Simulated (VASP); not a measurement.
# CdS: single point with RPBE

CdS:

```
Cd S
1.0
     4.29711    0.00000    0.00000
    -2.14855    3.72140    0.00000
     0.00000    0.00000    5.82254
Cd S
1 1
Direct
  0.00000 0.00000 0.44231
  0.66667 0.33333 0.43469
```

```json
{"Program": "VASP 6.6.1", "Task": "single point", "Functional": "RPBE", "Potentials or basis": "VASP PAW PBE potentials, release 64 (Cd, S)", "Cutoff": "520 eV", "k mesh": "7 × 7 × 5", "Occupations": "fermi-dirac, width 0.05 eV", "Spin": "no spin polarisation"}
```

```json
{"Pressure": "0.2 GPa", "Band gap on the k mesh": "1.53 eV"}
```

Stress tensor (GPa, compression positive):
```
0.24 0.00 0.00
0.00 0.24 0.00
0.00 0.00 0.02
```

Levels at points of the mesh, in eV from the valence-band top:
```csv
k point,band 7,band 8,band 9,band 10,band 11,band 12
"(0.00, 0.00, 0.00)",-0.94,0.00,0.00,1.53,5.57,6.98
```

Run time: 56 s on 1 thread of Intel(R) Xeon(R) Platinum 8259CL CPU @ 2.50GHz (Skylake/Cascade Lake), with other jobs on the host, peak memory 0.23 GiB.

Caveat: the PAW data sets were made with another functional, which shifts forces and pressure a little; an odd mesh through Γ misses points on the zone boundary, where band edges can lie.
